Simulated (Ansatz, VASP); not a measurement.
## Ti: VASP beside Ansatz

```xyz
2
Lattice="2.9352 0.0000 0.0000 -1.4676 2.5419 0.0000 0.0000 0.0000 4.6380" Properties=species:S:1:pos:R:3 pbc="T T T"
Ti    0.0000    1.6946    1.1595
Ti    1.4676    0.8473    3.4785
```

Alike in both runs: functional r2SCAN; k mesh 18 × 18 × 10; occupations gaussian, width 0.1 eV; no spin polarisation.

Ansatz relaxed the structure, and its values are those at the end. VASP's run is a single point on that final structure, the one shown.

|  | VASP | Ansatz |
| --- | --- | --- |
| version | VASP 6.6.1 | Ansatz 0.2.0 |
| potentials or method | VASP PAW PBE potentials, release 64 (Ti_sv), cutoff 520 eV | scalar-relativistic, plane waves, PAW |
| valence electrons in the cell | 24 | 24 |

```csv
,VASP,Ansatz,Ansatz less VASP
gap on the k mesh at the Fermi level (eV),none,none,-
pressure (GPa),0.4,0.0,-0.36
```

VASP's potentials were made for PBE, not for r2SCAN. A gap of «none» marks a metal or a gap that the smearing closes. The functional is the same, so the differences come from potentials, cutoffs and numerics.
